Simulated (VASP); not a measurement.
# Al5H (F-43m) in VASP: notebook

The runs below take Al5H through single point, relaxation of cell and atoms, with PBE.

Program: VASP 6.6.1. These are calculated values, not measurements. Logs are shortened: lines on timing, memory, paths and dates and some standing lists are left out, and cuts for length are marked.

### Step 1. The cell of the first run

The structure is cubic, space group F-43m (No. 216). The conventional cell has a = 6.896 Å, b = 6.896 Å, c = 6.896 Å, α = 90.00°, β = 90.00°, γ = 90.00°. Al (site symmetry 3m) has 3 Al at 1.79 Å and 1 H at 1.89 Å within 2.4 Å. Within 3.9 Å of Al (site symmetry -43m) lie 12 Al at 2.95 Å and 4 H at 2.99 Å. Within 2.5 Å of H (site symmetry -43m) lie 4 Al at 1.89 Å.

The cell was generated, and may not be a known phase.

### Step 2. Single point, PBE

File INCAR:

```
PREC     = Accurate       # precision mode
ENCUT    = 520            # plane-wave cutoff, eV
EDIFF    = 1E-6           # SCF threshold, eV
ISMEAR   = 0              # smearing method
SIGMA    = 0.1            # smearing width, eV
LREAL    = False          # projectors in reciprocal space
LASPH    = True           # aspherical terms in the spheres
NELM     = 60             # most SCF steps
ALGO     = Normal         # electronic algorithm
ISIF     = 2              # what is computed and relaxed
LWAVE    = False          # write WAVECAR
LCHARG   = False          # write CHGCAR
GGA      = PE             # functional
NBANDS   = 17             # bands
```

File KPOINTS:

```
regular mesh
0
Gamma
  4 4 4
```

File POSCAR:

```
Al5H
1.0
    0.0000000000      3.4479308700      3.4479308700
    3.4479308700      0.0000000000      3.4479308700
    3.4479308700      3.4479308700      0.0000000000
Al H
5 1
Direct
    0.9081568500      0.9081568500      0.9081568500
    0.9081568500      0.9081568500      0.2755294500
    0.9081568500      0.2755294500      0.9081568500
    0.2755294500      0.9081568500      0.9081568500
    0.5000000000      0.5000000000      0.5000000000
    0.7500000000      0.7500000000      0.7500000000
```

Potentials or basis: VASP PAW PBE potentials, release 64 (Al, H).

Run with:

```bash
> cat potpaw_PBE.64/Al/POTCAR potpaw_PBE.64/H/POTCAR > POTCAR
> mpirun -np 1 vasp_std > vasp.out
```

OUTCAR:

```text
PREC = Accurate
   ENCUT = 520
   EDIFF = 1E-6
   ISMEAR = 0
   LREAL = False
   LASPH = True
   NELM = 60
   ISIF = 2
   GGA = PE

 ion  position               nearest neighbor table
   1  0.908  0.908  0.908-   2 1.79   3 1.79   4 1.79   6 1.89   5 2.95   5 2.95   5 2.95   2 3.08
                             3 3.08   4 3.08
   2  0.908  0.908  0.276-   1 1.79   3 1.79   4 1.79   6 1.89   5 2.95   5 2.95   5 2.95   1 3.08
                             3 3.08   4 3.08
   3  0.908  0.276  0.908-   1 1.79   2 1.79   4 1.79   6 1.89   5 2.95   5 2.95   5 2.95   1 3.08
                             2 3.08   4 3.08
   4  0.276  0.908  0.908-   1 1.79   2 1.79   3 1.79   6 1.89   5 2.95   5 2.95   5 2.95   2 3.08
                             3 3.08   1 3.08
   5  0.500  0.500  0.500-   2 2.95   3 2.95   4 2.95   1 2.95   1 2.95   1 2.95   3 2.95   4 2.95
                             4 2.95   2 2.95   2 2.95   3 2.95
   6  0.750  0.750  0.750-   1 1.89   2 1.89   3 1.89   4 1.89

  LATTYP: Found a face centered cubic cell.
 ALAT       =     6.8958617400

  Lattice vectors:

 A1 = (   0.0000000000,   3.4479308700,   3.4479308700)
 A2 = (   3.4479308700,   0.0000000000,   3.4479308700)
 A3 = (   3.4479308700,   3.4479308700,   0.0000000000)

Analysis of symmetry for initial positions (statically):
=====================================================================
 Subroutine PRICEL returns:
 Original cell was already a primitive cell.

 Routine SETGRP: Setting up the symmetry group for a
 face centered cubic supercell.

 Subroutine GETGRP returns: Found 24 space group operations
 (whereof 24 operations were pure point group operations)
 out of a pool of 48 trial point group operations.

The static configuration has the point symmetry T_d .

Analysis of symmetry for dynamics (positions and initial velocities):
=====================================================================
 Subroutine PRICEL returns:
 Original cell was already a primitive cell.

 Routine SETGRP: Setting up the symmetry group for a
 face centered cubic supercell.

 Subroutine GETGRP returns: Found 24 space group operations
 (whereof 24 operations were pure point group operations)
 out of a pool of 48 trial point group operations.

The dynamic configuration has the point symmetry T_d .

 Subroutine INISYM returns: Found 24 space group operations
 (whereof 24 operations are pure point group operations),
 and found     1 'primitive' translations

----------------------------------------------------------------------------------------

                                     Primitive cell

  volume of cell :      81.9796

  direct lattice vectors                    reciprocal lattice vectors
     0.000000000  3.447930870  3.447930870    -0.145014508  0.145014508  0.145014508
     3.447930870  0.000000000  3.447930870     0.145014508 -0.145014508  0.145014508
     3.447930870  3.447930870  0.000000000     0.145014508  0.145014508 -0.145014508

  length of vectors
     4.876110598  4.876110598  4.876110598     0.251172496  0.251172496  0.251172496

  position of ions in fractional coordinates (direct lattice)
     0.908156850  0.908156850  0.908156850
     0.908156850  0.908156850  0.275529450
     0.908156850  0.275529450  0.908156850
     0.275529450  0.908156850  0.908156850
     0.500000000  0.500000000  0.500000000
     0.750000000  0.750000000  0.750000000

  ion indices of the primitive-cell ions
   primitive index   ion index
                 1           1
                 2           2
                 3           3
                 4           4
                 5           5
                 6           6

----------------------------------------------------------------------------------------

 KPOINTS: regular mesh

Automatic generation of k-mesh.
 Grid dimensions read from file:
 generate k-points for:    4    4    4

 Generating k-lattice:

  Cartesian coordinates                     Fractional coordinates (reciprocal lattice)
    -0.036253627  0.036253627  0.036253627     0.250000000  0.000000000  0.000000000
     0.036253627 -0.036253627  0.036253627     0.000000000  0.250000000  0.000000000
     0.036253627  0.036253627 -0.036253627     0.000000000  0.000000000  0.250000000

  Length of vectors
     0.062793124  0.062793124  0.062793124

  Shift w.r.t. Gamma in fractional coordinates (k-lattice)
     0.000000000  0.000000000  0.000000000

 Subroutine IBZKPT returns following result:
 ===========================================

 Found      8 irreducible k-points:

 Following reciprocal coordinates:
            Coordinates               Weight
  0.000000  0.000000  0.000000      1.000000
  0.250000  0.000000  0.000000      8.000000
  0.500000  0.000000  0.000000      4.000000
  0.250000  0.250000  0.000000      6.000000
  0.500000  0.250000  0.000000     24.000000
 -0.250000  0.250000  0.000000     12.000000
  0.500000  0.500000  0.000000      3.000000
 -0.250000  0.500000  0.250000      6.000000
   k-points           NKPTS =      8   k-points in BZ     NKDIM =      8   number of bands    NBANDS=     17
   number of dos      NEDOS =    301   number of ions     NIONS =      6
   total plane-waves  NPLWV =  46656
   dimension x,y,z NGX =    36 NGY =   36 NGZ =   36
   dimension x,y,z NGXF=    72 NGYF=   72 NGZF=   72
   ions per type =               5   1
   NGX,Y,Z   is equivalent  to a cutoff of  12.27, 12.27, 12.27 a.u.
   NGXF,Y,Z  is equivalent  to a cutoff of  24.55, 24.55, 24.55 a.u.
 SYSTEM =  unknown system
   PREC   = accura    normal or accurate (medium, high low for compatibility)
   ISTART =      0    job   : 0-new  1-cont  2-samecut
   ICHARG =      2    charge: 1-file 2-atom 10-const
   ISPIN  =      1    spin polarized calculation?
   LNONCOLLINEAR =      F non collinear calculations
   LSORBIT =      F    spin-orbit coupling
   LASPH  =      T    aspherical Exc in radial PAW
   ENCUT  =  520.0 eV  38.22 Ry    6.18 a.u.   9.07  9.07  9.07*2*pi/ulx,y,z
   NELM   =     60;   NELMIN=  2; NELMDL= -5     # of ELM steps
   EDIFF  = 0.1E-05   stopping-criterion for ELM
   LREAL  =      F    real-space projection
   EDIFFG = 0.1E-04   stopping-criterion for IOM
   NSW    =      0    number of steps for IOM
   IBRION =     -1    ionic relax: 0-MD 1-quasi-New 2-CG
   NFREE  =      0    steps in history (QN), initial steepest desc. (CG)
   ISIF   =      2    stress and relaxation
   ISYM   =      2    0-nonsym 1-usesym 2-fastsym
   POTIM  = 0.5000    time-step for ionic-motion
   TEBEG  =    0.0;   TEEND  =   0.0 temperature during run
   PSTRESS=    0.0 pullay stress
   NELECT =      16.0000    total number of electrons
   NUPDOWN=      -1.0000    fix difference up-down
   EMIN   =  10.00;   EMAX   =-10.00  energy-range for DOS
   EFERMI =   0.00;   METHOD = LEGACY
   ISMEAR =     0;   SIGMA  =   0.10  broadening in eV -4-tet -1-fermi 0-gaus
   EFERMI_NEDOS =   21; number of points for ismear=-14 and -15
   IALGO  =     38    algorithm
   IMIX   =      4    mixing-type and parameters
     AMIX     =   0.40;   BMIX     =  1.00
     AMIX_MAG =   1.60;   BMIX_MAG =  1.00
  volume/ion in A,a.u.               =      13.66        92.20
  Fermi-wavevector in a.u.,A,eV,Ry     =   0.949612  1.794507 12.269234  0.901763
  Thomas-Fermi vector in A             =   2.077911
   LORBIT       =      0    0 simple, 1 ext, 2 COOP (PROOUT), +10 PAW based schemes
   GGA     = PE    functional components
   LHFCALC =     F    Hartree Fock is set to
   AEXX    =    0.0000 exact exchange contribution
   IVDW    =     0    specifies the selected vdW correction
   LEPSILON=     F    determine dielectric tensor
   LRPA    =     F    only Hartree local field effects (RPA)
 non-spin polarized calculation
 Gauss-broadening in eV      SIGMA  =   0.10
  energy-cutoff  :      520.00
  volume of cell :       81.98
 maximum number of plane-waves:      2229
   NGX = 19   NGY = 19   NGZ = 19

 number of electron      16.0000000 magnetization

 Free energy of the ion-electron system (eV)
  ---------------------------------------------------
  ext. energy  EPLUGINS =         0.00000000
  ---------------------------------------------------
  free energy    TOTEN  =         2.28005523 eV

  energy without entropy =        2.29648099  energy(sigma->0) =        2.28826811

 E-fermi :   8.0789     XC(G=0):  -9.9567

 val. band max:        7.6916226630   @ k =   0.2500   0.0000   0.0000
 cond. band min:       8.1100461337   @ k =   0.0000   0.0000   0.0000
 fundamental gap:      0.4184234706
 Fermi energy:         8.0788610886

 k-point     1 :       0.0000    0.0000    0.0000
  band No.  band energies     occupation
      1      -4.5931      2.00000
      2       0.4117      2.00000
      3       4.1090      2.00000
      4       4.1090      2.00000
      5       4.1090      2.00000
      6       4.1951      2.00000
[... 9 lines left out ...]
     16      17.4549      0.00000
     17      18.3586      0.00000

 k-point     2 :       0.2500    0.0000    0.0000
  band No.  band energies     occupation
      1      -4.1526      2.00000
      2      -0.3508      2.00000
      3       2.2219      2.00000
      4       3.9324      2.00000
      5       3.9324      2.00000
      6       5.3304      2.00000
[... 9 lines left out ...]
     16      14.9461      0.00000
     17      15.1591      0.00000

 k-point     3 :       0.5000    0.0000    0.0000
  band No.  band energies     occupation
      1      -3.4088      2.00000
      2      -1.4956      2.00000
      3       1.5419      2.00000
      4       3.8717      2.00000
      5       3.8717      2.00000
      6       5.2945      2.00000
[... 72 lines left out ...]
 k-point     7 :       0.5000    0.5000    0.0000
  band No.  band energies     occupation
      1      -2.8639      2.00000
      2      -1.7036      2.00000
      3       1.8146      2.00000
      4       2.4648      2.00000
      5       2.4648      2.00000
      6       3.0928      2.00000
[... 9 lines left out ...]
     16      13.3069      0.00000
     17      14.8665      0.00000

 k-point     8 :      -0.2500    0.5000    0.2500
  band No.  band energies     occupation
      1      -2.8131      2.00000
      2      -1.6536      2.00000
      3       0.8556      2.00000
      4       1.6577      2.00000
      5       4.3953      2.00000
      6       5.1117      2.00000
[... 9 lines left out ...]
     16      13.8125      0.00000
     17      15.7181      0.00000

------------------------ aborting loop because EDIFF is reached ----------------------------------------

  FORCE on cell =-STRESS in cart. coord.  units (eV):
  Direction    XX          YY          ZZ          XY          YZ          ZX
  --------------------------------------------------------------------------------------
  -------------------------------------------------------------------------------------
  Total       49.5463069     49.5463069     49.5463069      0.0000000     -0.0000000      0.0000000
  in kB      968.3140330    968.3140330    968.3140330      0.0000000     -0.0000000      0.0000000
  external PRESSURE =     968.3140330 kB  Pullay stress =       0.0000000 kB

 VOLUME and BASIS-vectors are now :
 -----------------------------------------------------------------------------
  energy-cutoff  :      520.00
  volume of cell :       81.98
      direct lattice vectors                 reciprocal lattice vectors
     0.000000000  3.447930870  3.447930870    -0.145014508  0.145014508  0.145014508
     3.447930870  0.000000000  3.447930870     0.145014508 -0.145014508  0.145014508
     3.447930870  3.447930870  0.000000000     0.145014508  0.145014508 -0.145014508

 POSITION                                       TOTAL-FORCE (eV/Angst)
 -----------------------------------------------------------------------------------
      6.26252      6.26252      6.26252       -19.531880    -19.531880    -19.531880
      4.08127      4.08127      6.26252        19.531880     19.531880    -19.531880
      4.08127      6.26252      4.08127        19.531880    -19.531880     19.531880
      6.26252      4.08127      4.08127       -19.531880     19.531880     19.531880
      3.44793      3.44793      3.44793         0.000000     -0.000000     -0.000000
      5.17190      5.17190      5.17190         0.000000      0.000000     -0.000000
 -----------------------------------------------------------------------------------
    total drift:                               -0.000000     -0.000000     -0.000000

  FREE ENERGIE OF THE ION-ELECTRON SYSTEM (eV)
  ---------------------------------------------------
  free  energy   TOTEN  =         2.2800552309 eV

  energy  without entropy=        2.2964809920  energy(sigma->0) =        2.28826811
```

Wall time 32 s (1 thread of AMD EPYC 7R13, shared host); peak memory 0.16 GiB.

Results:

* Free energy: 2.2801 eV
* Pressure: 96.8 GPa
* Largest force: 33.830 eV/Å
* Band gap on the k mesh: zero (bands 8 and 9 overlap by 2.48 eV)

Forces in eV/Å, atoms in the order of the input:
```
Al  -19.532 -19.532 -19.532
Al   19.532  19.532 -19.532
Al   19.532 -19.532  19.532
Al  -19.532  19.532  19.532
Al    0.000   0.000   0.000
H     0.000   0.000   0.000
```

Levels at points of the mesh, in eV from the Fermi level:
| k point | band 4 | band 5 | band 6 | band 7 | band 8 | band 9 | band 10 | band 11 | band 12 | band 13 |
| --- | --- | --- | --- | --- | --- | --- | --- | --- | --- | --- |
| (0.00, 0.00, 0.00) | -3.97 | -3.97 | -3.88 | -1.30 | -1.30 | -1.30 | 0.03 | 0.03 | 0.73 | 0.73 |
| (0.50, 0.00, 0.00) | -4.21 | -4.21 | -2.78 | -2.78 | -2.12 | -0.55 | 1.88 | 1.88 | 3.86 | 3.86 |
| (0.50, 0.50, 0.00) | -5.61 | -5.61 | -4.99 | 0.15 | 1.17 | 1.17 | 1.49 | 2.09 | 3.81 | 4.85 |

Caveat: the k points lie up to 0.39 Å⁻¹ apart, too coarse for converged energies and pressures of a metal; forces of over 1 eV/Å act on the atoms, so gaps and moduli don't describe the material at rest.

[end of part 1 of 2]

The gap in the log of VASP goes by the Fermi energy; the results here count the filled bands.